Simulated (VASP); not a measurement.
# TiAl (Pm-3m) in VASP: notebook

TiAl is run at these levels: PBEsol; tasks: single point.

All numbers are computed with VASP 6.6.1; they aren't measurements. Logs are shortened: lines on timing, memory, paths and dates and some standing lists are left out, and cuts for length are marked.

## (1) The cell of the first run

It takes space group Pm-3m (No. 221, cubic). The conventional cell has a = 3.215 Å, b = 3.215 Å, c = 3.215 Å, α = 90.00°, β = 90.00°, γ = 90.00°. Ti (site symmetry m-3m) has 8 Al at 2.78 Å and 6 Ti at 3.21 Å within 3.7 Å. Al (site symmetry m-3m) has 8 Ti at 2.78 Å and 6 Al at 3.21 Å within 3.7 Å.

## (2) Single point, PBEsol

INCAR

```
SYSTEM = TiAl
  PREC = Accurate
  ENCUT = 500
  EDIFF = 1E-6
  ISMEAR = -1
  SIGMA = 0.15
  LREAL = .FALSE.
  LASPH = .TRUE.
  NELM = 120
  ALGO = Normal
  ISIF = 2
  LWAVE = .FALSE.
  LCHARG = .FALSE.
  GGA = PS
  NBANDS = 14
  GGA_COMPAT = .FALSE.
```

KPOINTS

```
Automatic mesh
0
G
  7 7 7
  0 0 0
```

POSCAR

```
TiAl
1.0
    3.2145826691      0.0000000000      0.0000000000
    0.0000000000      3.2145826691      0.0000000000
    0.0000000000      0.0000000000      3.2145826691
Ti Al
1 1
Direct
    0.5000000000      0.5000000000      0.5000000000
    0.0000000000      0.0000000000      0.0000000000
```

Potentials or basis: VASP PAW PBE potentials, release 64 (Ti_sv, Al).

Command:

```sh
$ cat potpaw_PBE.64/Ti_sv/POTCAR potpaw_PBE.64/Al/POTCAR > POTCAR
$ mpirun -np 1 vasp_std > vasp.out
```

OUTCAR:

```text
SYSTEM = TiAl
   PREC = Accurate
   ENCUT = 500
   EDIFF = 1E-6
   ISMEAR = -1
   LREAL = .FALSE.
   LASPH = .TRUE.
   NELM = 120
   ISIF = 2
   GGA = PS

 ion  position               nearest neighbor table
   1  0.500  0.500  0.500-   2 2.78   2 2.78   2 2.78   2 2.78   2 2.78   2 2.78   2 2.78   2 2.78

   2  0.000  0.000  0.000-   1 2.78   1 2.78   1 2.78   1 2.78   1 2.78   1 2.78   1 2.78   1 2.78

  LATTYP: Found a simple cubic cell.
 ALAT       =     3.2145826691

  Lattice vectors:

 A1 = (   3.2145826691,   0.0000000000,   0.0000000000)
 A2 = (   0.0000000000,   3.2145826691,   0.0000000000)
 A3 = (   0.0000000000,   0.0000000000,   3.2145826691)

Analysis of symmetry for initial positions (statically):
=====================================================================
 Subroutine PRICEL returns:
 Original cell was already a primitive cell.

 Routine SETGRP: Setting up the symmetry group for a
 simple cubic supercell.

 Subroutine GETGRP returns: Found 48 space group operations
 (whereof 48 operations were pure point group operations)
 out of a pool of 48 trial point group operations.

The static configuration has the point symmetry O_h .

Analysis of symmetry for dynamics (positions and initial velocities):
=====================================================================
 Subroutine PRICEL returns:
 Original cell was already a primitive cell.

 Routine SETGRP: Setting up the symmetry group for a
 simple cubic supercell.

 Subroutine GETGRP returns: Found 48 space group operations
 (whereof 48 operations were pure point group operations)
 out of a pool of 48 trial point group operations.

The dynamic configuration has the point symmetry O_h .

 Subroutine INISYM returns: Found 48 space group operations
 (whereof 48 operations are pure point group operations),
 and found     1 'primitive' translations

----------------------------------------------------------------------------------------

                                     Primitive cell

  volume of cell :      33.2180

  direct lattice vectors                    reciprocal lattice vectors
     3.214582669  0.000000000  0.000000000     0.311082371  0.000000000  0.000000000
     0.000000000  3.214582669  0.000000000     0.000000000  0.311082371  0.000000000
     0.000000000  0.000000000  3.214582669     0.000000000  0.000000000  0.311082371

  length of vectors
     3.214582669  3.214582669  3.214582669     0.311082371  0.311082371  0.311082371
[... 77 lines left out ...]
   LREAL  =      F    real-space projection
[... 7 lines left out ...]
   TEBEG  =    0.0;   TEEND  =   0.0 temperature during run
   PSTRESS=    0.0 pullay stress
   NELECT =      15.0000    total number of electrons
   NUPDOWN=      -1.0000    fix difference up-down
   EMIN   =  10.00;   EMAX   =-10.00  energy-range for DOS
   EFERMI =   0.00;   METHOD = LEGACY
   ISMEAR =    -1;   SIGMA  =   0.15  broadening in eV -4-tet -1-fermi 0-gaus
   EFERMI_NEDOS =   21; number of points for ismear=-14 and -15
   IALGO  =     38    algorithm
   IMIX   =      4    mixing-type and parameters
     AMIX     =   0.40;   BMIX     =  1.00
     AMIX_MAG =   1.60;   BMIX_MAG =  1.00
  volume/ion in A,a.u.               =      16.61       112.08
  Fermi-wavevector in a.u.,A,eV,Ry     =   1.255974  2.373447 21.462792  1.577471
  Thomas-Fermi vector in A             =   2.389705
   LORBIT       =      0    0 simple, 1 ext, 2 COOP (PROOUT), +10 PAW based schemes
   GGA     = PS    functional components
   LHFCALC =     F    Hartree Fock is set to
   AEXX    =    0.0000 exact exchange contribution
   IVDW    =     0    specifies the selected vdW correction
   LEPSILON=     F    determine dielectric tensor
   LRPA    =     F    only Hartree local field effects (RPA)
 non-spin polarized calculation
  energy-cutoff  :      500.00
  volume of cell :       33.22
 maximum number of plane-waves:       861
 NGX is ok and might be reduce to    24
   NGX = 11   NGY = 11   NGZ = 11

 number of electron      14.9999996 magnetization

 Free energy of the ion-electron system (eV)
  ---------------------------------------------------
  ext. energy  EPLUGINS =         0.00000000
  ---------------------------------------------------
  free energy    TOTEN  =       -13.02304455 eV

  energy without entropy =      -12.85015022  energy(sigma->0) =      -12.93659739

 E-fermi :   8.3238     XC(G=0): -11.0444

 val. band max:        8.2030723412   @ k =   0.4286   0.1429   0.0000
 cond. band min:       8.3507156474   @ k =   0.2857   0.2857   0.0000
 fundamental gap:      0.1476433062
 Fermi energy:         8.3238287440

 k-point     1 :       0.0000    0.0000    0.0000
  band No.  band energies     occupation
      1     -48.3811      2.00000
      2     -24.6865      2.00000
      3     -24.6865      2.00000
      4     -24.6865      2.00000
      5      -0.7776      2.00000
      6       6.9757      1.99975
      7       6.9757      1.99975
      8      10.0565      0.00002
      9      10.0565      0.00002
     10      10.0565      0.00002
     11      12.5945      0.00000
     12      12.5945      0.00000
     13      12.5945      0.00000
     14      16.9960      0.00000
[... 309 lines left out ...]
      1     -48.3449      2.00000
      2     -24.7955      2.00000
      3     -24.7946      2.00000
      4     -24.7946      2.00000
      5       4.8113      2.00000
      6       5.4843      2.00000
      7       5.4843      2.00000
      8       9.5348      0.00062
      9      10.1400      0.00001
     10      10.1400      0.00001
     11      10.1922      0.00001
     12      11.9866      0.00000
     13      11.9866      0.00000
     14      14.9143      0.00000

------------------------ aborting loop because EDIFF is reached ----------------------------------------

  FORCE on cell =-STRESS in cart. coord.  units (eV):
  Direction    XX          YY          ZZ          XY          YZ          ZX
  --------------------------------------------------------------------------------------
  -------------------------------------------------------------------------------------
  Total       -1.1122635     -1.1122635     -1.1122635      0.0000000      0.0000000      0.0000000
  in kB      -53.6468802    -53.6468802    -53.6468802      0.0000000      0.0000000      0.0000000
  external PRESSURE =     -53.6468802 kB  Pullay stress =       0.0000000 kB

 VOLUME and BASIS-vectors are now :
 -----------------------------------------------------------------------------
  energy-cutoff  :      500.00
  volume of cell :       33.22
      direct lattice vectors                 reciprocal lattice vectors
     3.214582669  0.000000000  0.000000000     0.311082371  0.000000000  0.000000000
     0.000000000  3.214582669  0.000000000     0.000000000  0.311082371  0.000000000
     0.000000000  0.000000000  3.214582669     0.000000000  0.000000000  0.311082371

 POSITION                                       TOTAL-FORCE (eV/Angst)
 -----------------------------------------------------------------------------------
      1.60729      1.60729      1.60729         0.000000      0.000000      0.000000
      0.00000      0.00000      0.00000         0.000000      0.000000      0.000000
 -----------------------------------------------------------------------------------
    total drift:                                0.000000      0.000000     -0.000000

  FREE ENERGIE OF THE ION-ELECTRON SYSTEM (eV)
  ---------------------------------------------------
  free  energy   TOTEN  =       -13.0230445498 eV

  energy  without entropy=      -12.8501502247  energy(sigma->0) =      -12.93659739
```

OSZICAR:

```text
N       E                     dE             d eps       ncg     rms          rms(c)
DAV:   1     0.106582166348E+03    0.10658E+03   -0.69592E+03   566   0.104E+03
DAV:   2    -0.497506840376E+01   -0.11156E+03   -0.10737E+03   596   0.302E+02
DAV:   3    -0.141712239527E+02   -0.91962E+01   -0.89697E+01   974   0.758E+01
DAV:   4    -0.148029586911E+02   -0.63173E+00   -0.63064E+00   676   0.154E+01
DAV:   5    -0.148172806064E+02   -0.14322E-01   -0.14318E-01   754   0.247E+00    0.984E+00
DAV:   6    -0.131336399087E+02    0.16836E+01   -0.59033E+00   646   0.319E+01    0.295E+00
DAV:   7    -0.130386082683E+02    0.95032E-01   -0.53436E-01   622   0.945E+00    0.167E+00
DAV:   8    -0.130273926479E+02    0.11216E-01   -0.66147E-02   686   0.263E+00    0.646E-01
DAV:   9    -0.130228921523E+02    0.45005E-02   -0.13261E-02   658   0.157E+00    0.163E-01
DAV:  10    -0.130230468343E+02   -0.15468E-03   -0.34913E-04   682   0.170E-01    0.838E-02
DAV:  11    -0.130230452705E+02    0.15639E-05   -0.16200E-04   776   0.125E-01    0.173E-02
DAV:  12    -0.130230445498E+02    0.72060E-06   -0.86427E-06   620   0.243E-02
   1 F= -.13023045E+02 E0= -.12936597E+02  d E =-.172894E+00
```

Run time: 12 s. Hardware: 1 thread of Intel Xeon 8259CL, shared host; peak memory 0.14 GiB.

Results:

```yaml
Free_energy: -13.0230 eV
Pressure: -5.4 GPa
```

Levels at points of the mesh, in eV from the Fermi level:
```csv
k point,band 4,band 5,band 6,band 7,band 8,band 9,band 10,band 11
"(0.00, 0.00, 0.00)",-33.01,-9.10,-1.35,-1.35,1.73,1.73,1.73,4.27
```

Caveat: the PAW data sets were made with another functional, which shifts forces and pressure a little.

## (3) Single point, PBEsol

This run uses another cell than the first one, of 16.50 Å³/atom, 0.993 times its volume.

INCAR

```
SYSTEM = TiAl
PREC = Accurate ; ENCUT = 500
EDIFF = 1E-6 ; ISMEAR = -1
SIGMA = 0.15 ; LREAL = .FALSE.
LASPH = .TRUE. ; NELM = 120
ALGO = Normal ; ISIF = 2
LWAVE = .FALSE. ; LCHARG = .TRUE.
GGA = PS ; LELF = .TRUE.
LVHAR = .TRUE. ; NBANDS = 14
GGA_COMPAT = .FALSE.
```

KPOINTS

```
regular mesh
0
G
  7 7 7
  0 0 0
```

POSCAR

```
TiAl
1.0
    3.2074443733      0.0000000000      0.0000000000
    0.0000000000      3.2074443733      0.0000000000
    0.0000000000      0.0000000000      3.2074443733
Ti Al
1 1
Direct
    0.5000000000      0.5000000000      0.5000000000
    0.0000000000      0.0000000000      0.0000000000
```

Potentials or basis: VASP PAW PBE potentials, release 64 (Ti_sv, Al).

Command:

```sh
$ cat potpaw_PBE.64/Ti_sv/POTCAR potpaw_PBE.64/Al/POTCAR > POTCAR
$ mpirun -np 1 vasp_std > vasp.out
```

Wall time 13 s (1 thread of Intel Xeon 8259CL, shared host); peak memory 0.13 GiB.

Results (log left out):

```yaml
Free_energy: -13.0298 eV
Pressure: -4.7 GPa
```

Levels at points of the mesh, in eV from the Fermi level:
```
           k point  band 4  band 5  band 6  band 7  band 8  band 9  band 10  band 11
(0.00, 0.00, 0.00)  -33.00   -9.13   -1.36   -1.36    1.75    1.75     1.75     4.30
```

Caveat: the PAW data sets were made with another functional, which shifts forces and pressure a little.

## (4) Single point, PBEsol

This run uses another cell than the first one, of 16.36 Å³/atom, 0.985 times its volume.

INCAR

```
SYSTEM = TiAl
PREC     = Accurate       ! precision mode
ENCUT    = 500            ! plane-wave cutoff, eV
EDIFF    = 1E-6           ! SCF threshold, eV
ISMEAR   = -1             ! smearing method
SIGMA    = 0.15           ! smearing width, eV
LREAL    = .FALSE.        ! projectors in reciprocal space
LASPH    = .TRUE.         ! aspherical terms in the spheres
NELM     = 120            ! most SCF steps
ALGO     = Normal         ! electronic algorithm
ISIF     = 2              ! what is computed and relaxed
LWAVE    = .FALSE.        ! write WAVECAR
LCHARG   = .TRUE.         ! write CHGCAR
GGA      = PS             ! functional
LELF     = .TRUE.         ! ELF
LVHAR    = .TRUE.       
NBANDS   = 14             ! bands
GGA_COMPAT= .FALSE.
```

KPOINTS

```
Automatic mesh
0
G
  7 7 7
  0 0 0
```

POSCAR

```
TiAl
1.0
    3.1983863703      0.0000000000      0.0000000000
    0.0000000000      3.1983863703      0.0000000000
    0.0000000000      0.0000000000      3.1983863703
Ti Al
1 1
Direct
    0.5000000000      0.5000000000      0.5000000000
    0.0000000000      0.0000000000      0.0000000000
```

Command:

```sh
$ cat potpaw_PBE.64/Ti_sv/POTCAR potpaw_PBE.64/Al/POTCAR > POTCAR
$ mpirun -np 1 vasp_std > vasp.out
```

Wall time 13 s (1 thread of Intel Xeon 8259CL, shared host); peak memory 0.14 GiB.

It converged, with:

| Property | Result |
| --- | --- |
| Free energy | -13.0371 eV |
| Pressure | -3.9 GPa |

Levels at points of the mesh, in eV from the Fermi level:
```
           k point  band 4  band 5  band 6  band 7  band 8  band 9  band 10  band 11
(0.00, 0.00, 0.00)  -32.98   -9.17   -1.38   -1.38    1.76    1.76     1.76     4.34
```

Caveat: the PAW data sets were made with another functional, which shifts forces and pressure a little.

## (5) Single point, PBEsol

This run uses another cell than the first one, of 16.20 Å³/atom, 0.975 times its volume.

INCAR

```
SYSTEM = TiAl
PREC     = Accurate       ! precision mode
ENCUT    = 500            ! plane-wave cutoff, eV
EDIFF    = 1E-6           ! SCF threshold, eV
ISMEAR   = -1             ! smearing method
SIGMA    = 0.15           ! smearing width, eV
LREAL    = .False.        ! projectors in reciprocal space
LASPH    = .True.         ! aspherical terms in the spheres
NELM     = 120            ! most SCF steps
ALGO     = Normal         ! electronic algorithm
ISIF     = 2              ! what is computed and relaxed
LWAVE    = .False.        ! write WAVECAR
LCHARG   = .False.        ! write CHGCAR
GGA      = PS             ! functional
NBANDS   = 14             ! bands
GGA_COMPAT= .False.
```

KPOINTS

```
regular mesh
0
Gamma
  7 7 7
  0 0 0
```

POSCAR

```
TiAl
1.0
    3.1877822894      0.0000000000      0.0000000000
    0.0000000000      3.1877822894      0.0000000000
    0.0000000000      0.0000000000      3.1877822894
Ti Al
1 1
Direct
    0.5000000000      0.5000000000      0.5000000000
    0.0000000000      0.0000000000      0.0000000000
```

Command:

```sh
$ cat potpaw_PBE.64/Ti_sv/POTCAR potpaw_PBE.64/Al/POTCAR > POTCAR
$ mpirun -np 1 vasp_std > vasp.out
```

It took 12 s on 1 thread of Intel Xeon 8259CL, shared host; peak memory 0.14 GiB.

The run converged. Its results:

- Free energy: -13.0437 eV
- Pressure: -2.9 GPa

Levels at points of the mesh, in eV from the Fermi level:
```csv
k point,band 4,band 5,band 6,band 7,band 8,band 9,band 10,band 11
"(0.00, 0.00, 0.00)",-32.96,-9.22,-1.41,-1.41,1.79,1.79,1.79,4.39
```

Caveat: the PAW data sets were made with another functional, which shifts forces and pressure a little.

## (6) Summary

```csv
cell,gap on the mesh (eV),pressure (GPa)
"a = 3.215 Å, 2 atoms",none,-5.4
"a = 3.207 Å, 2 atoms",none,-4.7
"a = 3.198 Å, 2 atoms",none,-3.9
"a = 3.188 Å, 2 atoms",none,-2.9
```

Alike in all rows: task single point; level PBEsol; potentials or basis VASP PAW PBE potentials, release 64 (Ti_sv, Al); no spin polarisation; k mesh 7 × 7 × 7; cutoff (eV) 500; smearing fermi-dirac 0.15 eV.

Caveats: the PAW data sets were made with another functional, which shifts forces and pressure a little.

Total energies depend on the potentials used, so only differences within one code and one set of settings carry meaning.
